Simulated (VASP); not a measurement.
Set up this calculation in VASP 6.6.1, as the native input.

* Task: single point
* Functional: PBE
* Potentials or basis: VASP PAW PBE potentials, release 64 (Co)
* Cutoff: 520 eV
* k mesh: 12 × 12 × 1
* Occupations: gaussian, width 0.1 eV
* Spin: collinear spin, ferromagnetic start
* Starting moments: [2.31] μB
* Dipole correction: yes
* Further INCAR settings: ALGO = Normal; EDIFF = 1e-06; NBANDS = 14

The structure of Co lies in POSCAR:

```
Co
1.0
    2.3782729964      0.0000000000      0.0000000000
   -1.1891364982      2.0596448320      0.0000000000
    0.0000000000      0.0000000000     23.8000000000
Co
1
Direct
    0.0000000000      0.0000000000      0.2941176471
```

One way to write it, as run:

INCAR

```
PREC = Accurate
ENCUT = 520
EDIFF = 1E-6
ISMEAR = 0
SIGMA = 0.1
LREAL = False
LASPH = True
NELM = 150
ALGO = Normal
ISIF = 2
LWAVE = False
LCHARG = True
ISPIN = 2
MAGMOM = 2.31
LORBIT = 11
LMAXMIX = 4
LDIPOL = True
IDIPOL = 3
DIPOL = 0.5 0.5 0.294
GGA = PE
LELF = True
LVHAR = True
LVACPOTAV = True
NBANDS = 14
```

KPOINTS

```
Automatic mesh
0
Gamma
  12 12 1
```

Potentials or basis: VASP PAW PBE potentials, release 64 (Co).

Run with:

```console
$ cat potpaw_PBE.64/Co/POTCAR > POTCAR
$ mpirun -np 1 vasp_std > vasp.out
```

Results of the run:

- Net moment: 1.85 μB per cell
- Site moments: Co +1.88 μB
- Valence electrons inside the program's atomic spheres: Co 8.08

It took 3.5 min on 1 thread of Intel Xeon 8259CL, with other jobs on the host, peak memory 0.28 GiB.
